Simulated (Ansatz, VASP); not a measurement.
NaCl: VASP beside Ansatz

INCAR

```
SYSTEM = NaCl
PREC = Accurate
ENCUT = 520
EDIFF = 1E-7
ISMEAR = -1
SIGMA = 0.02
LREAL = .FALSE.
LASPH = .TRUE.
NELM = 100
ALGO = Normal
ISIF = 2
LWAVE = .FALSE.
LCHARG = .TRUE.
GGA = PS
LELF = .TRUE.
LVHAR = .TRUE.
NBANDS = 14
```

The input KPOINTS:

```
Automatic mesh
0
G
  8 8 8
  0 0 0
```

File POSCAR:

```
NaCl
1.0
    2.8600000000      0.0143000000      0.0143000000
    0.0143000000      2.8600000000      0.0143000000
    0.0143000000      0.0143000000      2.8600000000
Na Cl
1 1
Direct
    0.0000000000      0.0000000000      0.0000000000
    0.5000000000      0.5000000000      0.5000000000
```

Input for Ansatz:

```yaml
crystal:
  lattice:
    - [2.86, 0.0143, 0.0143]
    - [0.0143, 2.86, 0.0143]
    - [0.0143, 0.0143, 2.86]
  atoms:
    - { symbol: Na, position: [0.0, 0.0, 0.0] }
    - { symbol: Cl, position: [0.5, 0.5, 0.5] }
kpoints:
  mp_grid: { grid: [8, 8, 8] }
  band_path:
    path:
      - [0.0, 0.0, 0.0]
      - [0.5, 0.5, 0.5]
      - [0.5098274679, 0.4901725321, 0.5]
      - [0.5, -0.4901725321, 0.4901725321]
      - [0.5, 0.0, 0.0]
      - [0.0, 0.0, 0.0]
      - [0.4950862661, -0.4950862661, 0.0]
      - [0.5049137339, 0.0, 0.4950862661]
      - [0.5, 0.0, 0.5]
    npoints: 5
scf:
  occupations: { method: fermi_dirac, width: 0.02 }
hamiltonian:
  xc: pbesol
  pseudopotentials: { kind: all_electron, lapw: { basis_error: 0.00025 } }
output:
  forces: true
  stress: true
  eigenvalues: true
```

Change from the starting cell: equal xy, yz and zx shear strains of +1 %.

Alike in both runs: task single point; functional PBEsol; k mesh 8 × 8 × 8; occupations fermi-dirac, width 0.02 eV; no spin polarisation.

|  | VASP | Ansatz |
| --- | --- | --- |
| version | VASP 6.6.1 | Ansatz 0.2.0 |
| potentials or method | VASP PAW PBE potentials, release 64 (Na_pv, Cl), cutoff 520 eV | all-electron LAPW, scalar-relativistic |

|  | VASP | Ansatz | Ansatz less VASP |
| --- | --- | --- | --- |
| gap on the k mesh at the Fermi level (eV) | 4.20 | 4.15 | -0.051 |
| pressure (GPa) | 60.1 | 59.5 | -0.62 |
| traceless stress, the component that is largest in VASP (GPa) | -0.68 | -0.66 | +0.021 |

VASP's potentials were made for PBE, not for PBEsol. Both programs put the cell under a high pressure, so it lies far from rest at this level. Ansatz ran all-electron here, and VASP with PAW potentials.

Noted on VASP's run: the cell as given lies far from equilibrium.
